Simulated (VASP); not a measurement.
# Al3BP2 (R-3m) in VASP: further runs

Al3BP2 is run at these levels: PBE; tasks: single point, relaxation of cell and atoms.

Program: VASP 6.6.1. These are calculated values, not measurements. Logs are shortened: lines on timing, memory, paths and dates and some standing lists are left out, and cuts for length are marked.

## 1. The cell of the first run

It takes space group R-3m (No. 166, trigonal). The conventional cell has a = 6.213 Å, b = 6.213 Å, c = 8.270 Å, α = 90.00°, β = 90.00°, γ = 120.00°. Within 3.0 Å of Al (site symmetry 2/m) lie 2 B at 2.26 Å and 2 P at 2.46 Å. B (site symmetry -3m) has 6 Al at 2.26 Å within 3.0 Å. Within 2.8 Å of P (site symmetry 3m) lie 1 P at 2.15 Å and 3 Al at 2.46 Å.

## 2. Single point, PBE

File INCAR:

```
PREC = Accurate ; ENCUT = 520
EDIFF = 1E-6 ; ISMEAR = 0
SIGMA = 0.1 ; LREAL = F
LASPH = T ; NELM = 60
ALGO = Normal ; ISIF = 2
LWAVE = F ; LCHARG = F
GGA = PE ; NBANDS = 20
```

File KPOINTS:

```
regular mesh
0
Gamma
  6 6 6
```

File POSCAR:

```
Al3BP2
1.0
    3.1064875478      1.7935314231      2.7567282121
   -3.1064875478      1.7935314231      2.7567282121
    0.0000000000     -3.5870628428      2.7567282143
Al B P
3 1 2
Direct
    0.0000000000      0.5000000000      0.0000000000
    0.5000000000      0.0000000000      0.0000000000
    0.0000000000      0.0000000000      0.5000000000
    0.0000000000      0.0000000000      0.0000000000
    0.6299712645      0.6299712645      0.6299712645
    0.3700287355      0.3700287355      0.3700287355
```

Potentials or basis: VASP PAW PBE potentials, release 64 (Al, B, P).

Command:

```bash
$ cat potpaw_PBE.64/Al/POTCAR potpaw_PBE.64/B/POTCAR potpaw_PBE.64/P/POTCAR > POTCAR
$ mpirun -np 1 vasp_std > vasp.out
```

OUTCAR:

```text
PREC = Accurate
   ENCUT = 520
   EDIFF = 1E-6
   ISMEAR = 0
   LREAL = F
   LASPH = T
   NELM = 60
   ISIF = 2
   GGA = PE

 ion  position               nearest neighbor table
   1  0.000  0.500  0.000-   4 2.26   4 2.26   6 2.46   5 2.46   2 3.11   2 3.11   3 3.11   3 3.11
                             3 3.29   3 3.29   2 3.29   2 3.29
   2  0.500  0.000  0.000-   4 2.26   4 2.26   6 2.46   5 2.46   1 3.11   1 3.11   3 3.11   3 3.11
                             3 3.29   3 3.29   1 3.29   1 3.29
   3  0.000  0.000  0.500-   4 2.26   4 2.26   6 2.46   5 2.46   2 3.11   1 3.11   1 3.11   2 3.11
                             1 3.29   1 3.29   2 3.29   2 3.29
   4  0.000  0.000  0.000-   1 2.26   2 2.26   1 2.26   2 2.26   3 2.26   3 2.26
   5  0.630  0.630  0.630-   6 2.15   2 2.46   1 2.46   3 2.46
   6  0.370  0.370  0.370-   5 2.15   2 2.46   1 2.46   3 2.46

  LATTYP: Found a trigonal (rhomboedric) cell.
 ALAT       =     4.5239993684
 COS(alpha) =     0.0569729320

  Lattice vectors:

 A1 = (   3.1064875478,   1.7935314231,   2.7567282121)
 A2 = (  -3.1064875478,   1.7935314231,   2.7567282121)
 A3 = (   0.0000000000,  -3.5870628428,   2.7567282143)

Analysis of symmetry for initial positions (statically):
=====================================================================
 Subroutine PRICEL returns:
 Original cell was already a primitive cell.

 Routine SETGRP: Setting up the symmetry group for a
 trigonal (rhombohedral) supercell.

 Subroutine GETGRP returns: Found 12 space group operations
 (whereof 12 operations were pure point group operations)
 out of a pool of 12 trial point group operations.

The static configuration has the point symmetry D_3d.

Analysis of symmetry for dynamics (positions and initial velocities):
=====================================================================
 Subroutine PRICEL returns:
 Original cell was already a primitive cell.

 Routine SETGRP: Setting up the symmetry group for a
 trigonal (rhombohedral) supercell.

 Subroutine GETGRP returns: Found 12 space group operations
 (whereof 12 operations were pure point group operations)
 out of a pool of 12 trial point group operations.

The dynamic configuration has the point symmetry D_3d.

 Subroutine INISYM returns: Found 12 space group operations
 (whereof 12 operations are pure point group operations),
 and found     1 'primitive' translations

----------------------------------------------------------------------------------------

                                     Primitive cell

  volume of cell :      92.1560

  direct lattice vectors                    reciprocal lattice vectors
     3.106487548  1.793531423  2.756728212     0.160953486  0.092926539  0.120916285
    -3.106487548  1.793531423  2.756728212    -0.160953486  0.092926539  0.120916285
     0.000000000 -3.587062843  2.756728214     0.000000000 -0.185853077  0.120916285

  length of vectors
     4.523999368  4.523999368  4.523999368     0.221725312  0.221725312  0.221725312

  position of ions in fractional coordinates (direct lattice)
     0.000000000  0.500000000  0.000000000
     0.500000000  0.000000000  0.000000000
     0.000000000  0.000000000  0.500000000
     0.000000000  0.000000000  0.000000000
     0.629971264  0.629971264  0.629971264
     0.370028736  0.370028736  0.370028736

  ion indices of the primitive-cell ions
   primitive index   ion index
                 1           1
                 2           2
                 3           3
                 4           4
                 5           5
                 6           6

----------------------------------------------------------------------------------------

 KPOINTS: regular mesh

Automatic generation of k-mesh.
 Grid dimensions read from file:
 generate k-points for:    6    6    6

 Generating k-lattice:

  Cartesian coordinates                     Fractional coordinates (reciprocal lattice)
     0.026825581  0.015487756  0.020152714     0.166666667  0.000000000  0.000000000
    -0.026825581  0.015487756  0.020152714     0.000000000  0.166666667  0.000000000
     0.000000000 -0.030975513  0.020152714     0.000000000  0.000000000  0.166666667

  Length of vectors
     0.036954219  0.036954219  0.036954219

  Shift w.r.t. Gamma in fractional coordinates (k-lattice)
     0.000000000  0.000000000  0.000000000

 Subroutine IBZKPT returns following result:
 ===========================================

 Found     32 irreducible k-points:

 Following reciprocal coordinates:
            Coordinates               Weight
  0.000000  0.000000  0.000000      1.000000
  0.166667  0.000000 -0.000000      6.000000
  0.333333  0.000000  0.000000      6.000000
  0.500000  0.000000 -0.000000      3.000000
  0.166667  0.166667 -0.000000      6.000000
  0.333333  0.166667  0.000000     12.000000
[... 16 lines left out ...]
  0.500000  0.500000  0.166667      6.000000
 -0.333333  0.500000  0.166667     12.000000
 [... further k-points ...]
   k-points           NKPTS =     32   k-points in BZ     NKDIM =     32   number of bands    NBANDS=     20
   number of dos      NEDOS =    301   number of ions     NIONS =      6
   total plane-waves  NPLWV =  46656
   dimension x,y,z NGX =    36 NGY =   36 NGZ =   36
   dimension x,y,z NGXF=    72 NGYF=   72 NGZF=   72
   ions per type =               3   1   2
   NGX,Y,Z   is equivalent  to a cutoff of  13.23, 13.23, 13.23 a.u.
   NGXF,Y,Z  is equivalent  to a cutoff of  26.46, 26.46, 26.46 a.u.
 SYSTEM =  unknown system
   PREC   = accura    normal or accurate (medium, high low for compatibility)
   ISTART =      0    job   : 0-new  1-cont  2-samecut
   ICHARG =      2    charge: 1-file 2-atom 10-const
   ISPIN  =      1    spin polarized calculation?
   LNONCOLLINEAR =      F non collinear calculations
   LSORBIT =      F    spin-orbit coupling
   LASPH  =      T    aspherical Exc in radial PAW
   ENCUT  =  520.0 eV  38.22 Ry    6.18 a.u.   8.41  8.41  8.41*2*pi/ulx,y,z
   NELM   =     60;   NELMIN=  2; NELMDL= -5     # of ELM steps
   EDIFF  = 0.1E-05   stopping-criterion for ELM
   LREAL  =      F    real-space projection
   EDIFFG = 0.1E-04   stopping-criterion for IOM
   NSW    =      0    number of steps for IOM
   IBRION =     -1    ionic relax: 0-MD 1-quasi-New 2-CG
   NFREE  =      0    steps in history (QN), initial steepest desc. (CG)
   ISIF   =      2    stress and relaxation
   ISYM   =      2    0-nonsym 1-usesym 2-fastsym
   POTIM  = 0.5000    time-step for ionic-motion
   TEBEG  =    0.0;   TEEND  =   0.0 temperature during run
   PSTRESS=    0.0 pullay stress
   NELECT =      22.0000    total number of electrons
   NUPDOWN=      -1.0000    fix difference up-down
   EMIN   =  10.00;   EMAX   =-10.00  energy-range for DOS
   EFERMI =   0.00;   METHOD = LEGACY
   ISMEAR =     0;   SIGMA  =   0.10  broadening in eV -4-tet -1-fermi 0-gaus
   EFERMI_NEDOS =   21; number of points for ismear=-14 and -15
   IALGO  =     38    algorithm
   IMIX   =      4    mixing-type and parameters
     AMIX     =   0.40;   BMIX     =  1.00
     AMIX_MAG =   1.60;   BMIX_MAG =  1.00
  volume/ion in A,a.u.               =      15.36       103.65
  Fermi-wavevector in a.u.,A,eV,Ry     =   1.015565  1.919140 14.032676  1.031373
  Thomas-Fermi vector in A             =   2.148858
   LORBIT       =      0    0 simple, 1 ext, 2 COOP (PROOUT), +10 PAW based schemes
   GGA     = PE    functional components
   LHFCALC =     F    Hartree Fock is set to
   AEXX    =    0.0000 exact exchange contribution
   IVDW    =     0    specifies the selected vdW correction
   LEPSILON=     F    determine dielectric tensor
   LRPA    =     F    only Hartree local field effects (RPA)
 non-spin polarized calculation
 Gauss-broadening in eV      SIGMA  =   0.10
  energy-cutoff  :      520.00
  volume of cell :       92.16
 maximum number of plane-waves:      2519
 NGX is ok and might be reduce to    36
   NGX = 17   NGY = 17   NGZ = 17

 number of electron      22.0000001 magnetization

 Free energy of the ion-electron system (eV)
  ---------------------------------------------------
  ext. energy  EPLUGINS =         0.00000000
  ---------------------------------------------------
  free energy    TOTEN  =       -27.72321272 eV

  energy without entropy =      -27.71104976  energy(sigma->0) =      -27.71713124

 E-fermi :   7.4761     XC(G=0): -10.3404

 val. band max:        7.4205573532   @ k =  -0.3333   0.3333   0.1667
 cond. band min:       7.5291411798   @ k =   0.5000   0.5000   0.1667
 fundamental gap:      0.1085838265
 Fermi energy:         7.4760684193

 k-point     1 :       0.0000    0.0000    0.0000
  band No.  band energies     occupation
      1      -6.2804      2.00000
      2      -1.8375      2.00000
      3      -1.2619      2.00000
      4       2.8541      2.00000
      5       2.8541      2.00000
      6       3.1608      2.00000
[... 12 lines left out ...]
     19      12.3826      0.00000
     20      12.3826      0.00000

 k-point     2 :       0.1667    0.0000   -0.0000
  band No.  band energies     occupation
      1      -6.1446      2.00000
      2      -2.3501      2.00000
      3      -0.9042      2.00000
      4       2.0128      2.00000
      5       2.9802      2.00000
      6       3.1151      2.00000
[... 12 lines left out ...]
     19      12.8986      0.00000
     20      13.4074      0.00000

 k-point     3 :       0.3333    0.0000    0.0000
  band No.  band energies     occupation
      1      -5.7950      2.00000
      2      -3.1740      2.00000
      3      -0.3241      2.00000
      4       1.4318      2.00000
      5       2.5714      2.00000
      6       3.3309      2.00000
[... 12 lines left out ...]
     19      12.4217      0.00000
     20      13.9566      0.00000

 k-point     4 :       0.5000    0.0000   -0.0000
  band No.  band energies     occupation
      1      -5.5413      2.00000
      2      -3.6240      2.00000
      3       0.1862      2.00000
      4       0.8555      2.00000
      5       2.9124      2.00000
      6       3.1738      2.00000
[... 12 lines left out ...]
     19      12.3289      0.00000
     20      12.7434      0.00000

 k-point     5 :       0.1667    0.1667   -0.0000
  band No.  band energies     occupation
      1      -6.0113      2.00000
      2      -2.7241      2.00000
      3      -0.2366      2.00000
      4       1.3048      2.00000
      5       1.9780      2.00000
      6       3.0418      2.00000
[... 12 lines left out ...]
     19      13.0516      0.00000
     20      13.7975      0.00000

 k-point     6 :       0.3333    0.1667    0.0000
  band No.  band energies     occupation
      1      -5.6720      2.00000
      2      -3.2447      2.00000
      3       0.2025      2.00000
      4       0.7822      2.00000
      5       1.3447      2.00000
      6       3.4770      2.00000
[... 12 lines left out ...]
     19      13.8523      0.00000
     20      14.0555      0.00000

 k-point     7 :       0.5000    0.1667   -0.0000
  band No.  band energies     occupation
      1      -5.4380      2.00000
      2      -3.5040      2.00000
      3      -0.5034      2.00000
      4       1.3369      2.00000
      5       1.7680      2.00000
      6       3.5013      2.00000
[... 12 lines left out ...]
     19      13.4733      0.00000
     20      13.6996      0.00000
[... 277 lines left out ...]
 k-point    20 :       0.5000    0.3333    0.1667
  band No.  band energies     occupation
      1      -5.0981      2.00000
      2      -3.1775      2.00000
      3      -1.3347      2.00000
      4       0.6173      2.00000
      5       2.2628      2.00000
      6       2.7513      2.00000
[... 12 lines left out ...]
     19      13.9191      0.00000
     20      14.1817      0.00000

 k-point    21 :      -0.3333    0.3333    0.1667
  band No.  band energies     occupation
      1      -5.2963      2.00000
      2      -2.7901      2.00000
      3      -1.7481      2.00000
      4       1.3914      2.00000
      5       1.6255      2.00000
      6       2.0738      2.00000
[... 12 lines left out ...]
     19      13.5312      0.00000
     20      14.2749      0.00000

 k-point    22 :      -0.1667    0.3333    0.1667
  band No.  band energies     occupation
      1      -5.5663      2.00000
      2      -3.0096      2.00000
      3      -0.8853      2.00000
      4       0.9536      2.00000
      5       1.5618      2.00000
      6       2.9529      2.00000
[... 12 lines left out ...]
     19      12.8409      0.00000
     20      14.8228      0.00000

 k-point    23 :       0.5000    0.5000    0.1667
  band No.  band energies     occupation
      1      -4.9644      2.00000
      2      -2.9989      2.00000
      3      -1.4781      2.00000
      4       0.0829      2.00000
      5       1.4020      2.00000
      6       2.7806      2.00000
[... 12 lines left out ...]
     19      13.4880      0.00000
     20      13.8609      0.00000

 k-point    24 :      -0.3333    0.5000    0.1667
  band No.  band energies     occupation
      1      -5.1139      2.00000
      2      -3.0864      2.00000
      3      -1.1232      2.00000
      4       0.5660      2.00000
      5       0.7031      2.00000
      6       2.4006      2.00000
[... 12 lines left out ...]
     19      14.1682      0.00000
     20      14.3857      0.00000

 [... further k-points ...]

------------------------ aborting loop because EDIFF is reached ----------------------------------------

  FORCE on cell =-STRESS in cart. coord.  units (eV):
  Direction    XX          YY          ZZ          XY          YZ          ZX
  --------------------------------------------------------------------------------------
  -------------------------------------------------------------------------------------
  Total       -0.0244035     -0.0244035     -0.1410258      0.0000000     -0.0000000      0.0000000
  in kB       -0.4242668     -0.4242668     -2.4518023      0.0000000     -0.0000000      0.0000000
  external PRESSURE =      -1.1001120 kB  Pullay stress =       0.0000000 kB

 VOLUME and BASIS-vectors are now :
 -----------------------------------------------------------------------------
  energy-cutoff  :      520.00
  volume of cell :       92.16
      direct lattice vectors                 reciprocal lattice vectors
     3.106487548  1.793531423  2.756728212     0.160953486  0.092926539  0.120916285
    -3.106487548  1.793531423  2.756728212    -0.160953486  0.092926539  0.120916285
     0.000000000 -3.587062843  2.756728214     0.000000000 -0.185853077  0.120916285

 POSITION                                       TOTAL-FORCE (eV/Angst)
 -----------------------------------------------------------------------------------
     -1.55324      0.89677      1.37836        -0.000000     -0.000000      0.000000
      1.55324      0.89677      1.37836        -0.000000     -0.000000      0.000000
      0.00000     -1.79353      1.37836         0.000000     -0.000000      0.000000
      0.00000      0.00000      0.00000         0.000000      0.000000      0.000000
      0.00000      0.00000      5.20998         0.000000     -0.000000     -0.047152
      0.00000      0.00000      3.06021         0.000000      0.000000      0.047152
 -----------------------------------------------------------------------------------
    total drift:                               -0.000000     -0.000000     -0.000000

  FREE ENERGIE OF THE ION-ELECTRON SYSTEM (eV)
  ---------------------------------------------------
  free  energy   TOTEN  =       -27.7232127199 eV

  energy  without entropy=      -27.7110497554  energy(sigma->0) =      -27.71713124
```

Run time: 23 s. Hardware: 1 thread of Intel Xeon 6975P-C (Granite Rapids), shared host; peak memory 0.22 GiB.

Results:

```
Free energy            : -27.7232 eV
Pressure               : -0.1 GPa
Largest force          : 0.047 eV/Å
Band gap on the k mesh : zero (band 11 reaches 8.86 eV, above the bottom of band 12 at 6.68 eV)
```

Forces on the atoms (eV/Å):
```
Al   0.000  0.000  0.000
Al   0.000  0.000  0.000
Al   0.000  0.000  0.000
B    0.000  0.000  0.000
P    0.000  0.000 -0.047
P    0.000  0.000  0.047
```

Stress tensor (GPa, compression positive):
```
-0.04  0.00  0.00
 0.00 -0.04  0.00
 0.00  0.00 -0.25
```

(Continued in part 2 of 2.)
